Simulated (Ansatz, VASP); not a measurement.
## Si in VASP and in Ansatz

The input INCAR:

```
SYSTEM = Si
PREC = Accurate
ENCUT = 520
EDIFF = 1E-6
ISMEAR = 0
SIGMA = 0.01
LREAL = .False.
LASPH = .True.
NELM = 80
ALGO = Normal
ISIF = 2
LWAVE = .False.
LCHARG = .False.
NBANDS = 16
```

KPOINTS

```
Automatic mesh
0
Gamma
  10 10 10
  0 0 0
```

File POSCAR:

```
Si
1.0
   -3.3012718583      3.3012718583      1.9083649480
    3.3012718583     -3.3012718583      1.9083649480
    3.3012718583      3.3012718583     -1.9083649480
Si
4
Direct
    0.1788433299      0.1788433299      0.3576866598
    0.8211566701      0.8211566701      0.6423133402
    0.1788433299      0.8211566701      0.0000000000
    0.8211566701      0.1788433299      0.0000000000
```

Input for Ansatz:

```yaml
crystal:
  lattice:
    - [-3.3012718583, 3.3012718583, 1.908364948]
    - [3.3012718583, -3.3012718583, 1.908364948]
    - [3.3012718583, 3.3012718583, -1.908364948]
  atoms:
    - { symbol: Si, position: [0.1788433299, 0.1788433299, 0.3576866598] }
    - { symbol: Si, position: [0.8211566701, 0.8211566701, 0.6423133402] }
    - { symbol: Si, position: [0.1788433299, 0.8211566701, 0.0] }
    - { symbol: Si, position: [0.8211566701, 0.1788433299, 0.0] }
basis:
  ecutwfc: 420
kpoints:
  mp_grid: { grid: [10, 10, 10] }
hamiltonian:
  xc: lda
scf:
  occupations: { method: gaussian, width: 0.01 }
  n_extra_bands: 16
output:
  forces: false
  stress: false
  eigenvalues: true
  optics: { e_range: [0, 14], sigma: 0.1, nscf_kmesh: { grid: [15, 15, 15] } }
checkpoint:
  read: start.run
  write: ck
  compress: false
  write_wavefunctions: false
  write_every: 100000
```

Alike in both runs: task single point; functional LDA; k mesh 10 × 10 × 10; occupations gaussian, width 0.01 eV; no spin polarisation.

```csv
,VASP,Ansatz
version,VASP 6.6.1,Ansatz 0.2.0
potentials or method,"VASP PAW LDA potentials, release 64 (Si), cutoff 520 eV","scalar-relativistic, plane waves, PAW"
valence electrons in the cell,16,16
```

|  | VASP | Ansatz | Ansatz less VASP |
| --- | --- | --- | --- |
| gap on the k mesh at the Fermi level (eV) | 0.20 | 0.20 | +0.006 |
| least direct gap on the mesh (eV) | 0.26 | 0.26 | +0.002 |

LDA's correlation is that of Perdew and Zunger in VASP and of Perdew and Wang (1992) in Ansatz.
